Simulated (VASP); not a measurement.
Here is a VASP 6.6.1 calculation.

INCAR

```
PREC = Accurate
ENCUT = 600
EDIFF = 1E-8
ISMEAR = 0
SIGMA = 0.01
LREAL = F
LASPH = T
NELM = 60
ALGO = Normal
ISIF = 3
LWAVE = F
LCHARG = F
GGA = CA
IBRION = 6
NFREE = 2
POTIM = 0.015
NSW = 1
```

The input KPOINTS:

```
regular mesh
0
Gamma
  10 10 10
```

The input POSCAR:

```
MgO
1.0
    0.0000000000      2.0200642556      2.0200642556
    2.0200642556      0.0000000000      2.0200642556
    2.0200642556      2.0200642556      0.0000000000
Mg O
1 1
Direct
    0.0000000000      0.0000000000      0.0000000000
    0.5000000000      0.5000000000      0.5000000000
```

Potentials or basis: VASP PAW LDA potentials, release 64 (Mg, O).

The run is started by

```bash
$ cat potpaw_LDA.64/Mg/POTCAR potpaw_LDA.64/O/POTCAR > POTCAR
$ mpirun -np 1 vasp_std > vasp.out
```

Predict the elastic constants C11, C12, C44.

471, 104, 169 GPa.

What does it give for the Voigt bulk modulus?

226 GPa.

Estimate the highest phonon frequency at Γ, LO-TO splitting left out.

501 cm⁻¹.

Clamped-ion elastic tensor (GPa):
```
471 104 104   0   0   0
104 471 104   0   0   0
104 104 471   0   0   0
  0   0   0 169   0   0
  0   0   0   0 169   0
  0   0   0   0   0 169
```

Caveat: the cell is under stress, which shifts elastic constants.
